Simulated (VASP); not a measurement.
PbO2: single point with RPBE

PbO2:

```xyz
3
Lattice="0.0000 2.7020 2.7020 2.7020 0.0000 2.7020 2.7020 2.7020 0.0000" Properties=species:S:1:pos:R:3 pbc="T T T"
Pb    0.0000    0.0000    0.0000
O     4.0530    4.0530    4.0530
O     1.3510    1.3510    1.3510
```

| Item | Value |
| --- | --- |
| Program | VASP 6.6.1 |
| Task | single point |
| Functional | RPBE |
| Potentials or basis | VASP PAW PBE potentials, release 64 (Pb_d, O) |
| Cutoff | 520 eV |
| k mesh | 9 × 9 × 9 |
| Occupations | fermi-dirac, width 0.05 eV |
| Spin | no spin polarisation |
| Dipole correction | no |
| Further INCAR settings | ALGO = Normal; EDIFF = 1e-06; NBANDS = 20 |

```json
{"Pressure": "4.5 GPa", "Band gap on the k mesh": "zero (bands 13 and 14 overlap by 1.14 eV)"}
```

Levels at points of the mesh, in eV from the Fermi level:
| k point | band 9 | band 10 | band 11 | band 12 | band 13 | band 14 | band 15 | band 16 | band 17 | band 18 |
| --- | --- | --- | --- | --- | --- | --- | --- | --- | --- | --- |
| (0.00, 0.00, 0.00) | -1.96 | -1.96 | -1.96 | -1.19 | -1.19 | -1.19 | 7.11 | 7.11 | 7.11 | 12.17 |

Run time: 39 s on 1 thread of Intel Xeon 8259CL, on a shared host, peak memory 0.17 GiB.

Caveat: the cell stands under pressure; the PAW data sets were made with another functional, which shifts forces and pressure a little; spin-orbit coupling is left out, which moves the levels of the heavy elements.
